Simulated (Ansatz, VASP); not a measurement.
## One calculation of Ti2CCl2, two programs

```
CELL_PARAMETERS angstrom
-2.19525 2.19525 4.23038
2.19525 -2.19525 4.23038
2.19525 2.19525 -4.23038
ATOMIC_POSITIONS crystal
Ti 0.25000 0.75000 0.50000
Ti 0.75000 0.25000 0.50000
C 0.00000 0.00000 0.00000
Cl 0.65307 0.65307 0.00000
Cl 0.34693 0.34693 0.00000
```

Alike in both runs: functional PBE; k mesh 6 × 6 × 6; occupations gaussian, width 0.1 eV; no spin polarisation.

Ansatz relaxed the structure, and its values are those at the end. VASP's run is a single point on that final structure, the one shown.

|  | VASP | Ansatz |
| --- | --- | --- |
| version | VASP 6.6.1 | Ansatz 0.2.0 |
| potentials or method | VASP PAW PBE potentials, release 64 (Ti_sv, C, Cl), cutoff 520 eV | scalar-relativistic, plane waves, PAW |
| valence electrons in the cell | 42 | 42 |

|  | VASP | Ansatz | Ansatz less VASP |
| --- | --- | --- | --- |
| gap on the k mesh at the Fermi level (eV) | none | none | - |
| pressure (GPa) | 0.4 | 0.2 | -0.18 |
| rms of the force components (eV/Å) | 0.003 | 0.006 | +0.0031 |

A gap of «none» marks a metal or a gap that the smearing closes. The functional is the same, so the differences come from potentials, cutoffs and numerics.
